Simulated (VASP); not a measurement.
Wanted: the native input for a VASP 6.6.1 run.

| Quantity | Value |
| --- | --- |
| Task | single point |
| Functional | BLYP |
| Potentials or basis | VASP PAW PBE potentials, release 64 (Rh_pv) |
| Cutoff | 520 eV |
| k mesh | 12 × 12 × 12 |
| Occupations | fermi-dirac, width 0.05 eV |
| Spin | no spin polarisation |
| Dipole correction | no |
| Further INCAR settings | ALGO = Normal; EDIFF = 1e-06; NBANDS = 14 |

The structure of Rh lies in POSCAR:

```
Rh
1.0
    0.0000000000      1.9494362075      1.9494362075
    1.9494362075      0.0000000000      1.9494362075
    1.9494362075      1.9494362075      0.0000000000
Rh
1
Direct
    0.0000000000      0.0000000000      0.0000000000
```

The input as run:

INCAR

```
SYSTEM = Rh
PREC     = Accurate       ! precision mode
ENCUT    = 520            ! plane-wave cutoff, eV
EDIFF    = 1E-6           ! SCF threshold, eV
ISMEAR   = -1             ! smearing method
SIGMA    = 0.05           ! smearing width, eV
LREAL    = .FALSE.        ! projectors in reciprocal space
LASPH    = .TRUE.         ! aspherical terms in the spheres
NELM     = 80             ! most SCF steps
ALGO     = Normal         ! electronic algorithm
ISIF     = 2              ! what is computed and relaxed
LWAVE    = .FALSE.        ! write WAVECAR
LCHARG   = .TRUE.         ! write CHGCAR
GGA      = B5             ! functional
ALDAX    = 1.0          
AGGAX    = 1.0          
AGGAC    = 1.0          
ALDAC    = 0.0          
LELF     = .TRUE.         ! ELF
LVHAR    = .TRUE.       
NBANDS   = 14             ! bands
```

KPOINTS

```
Automatic mesh
0
G
  12 12 12
  0 0 0
```

Potentials or basis: VASP PAW PBE potentials, release 64 (Rh_pv).

Command:

```sh
$ cat potpaw_PBE.64/Rh_pv/POTCAR > POTCAR
$ mpirun -np 1 vasp_std > vasp.out
```

Results of the run:

```json
{
  "Pressure": "0.5 GPa"
}
```

Caveat: the PAW data sets were made with another functional, which shifts forces and pressure a little.

Wall time 7.4 s on 1 thread of Intel(R) Xeon(R) 6975P-C (Granite Rapids), with other jobs on the host, peak memory 0.14 GiB.
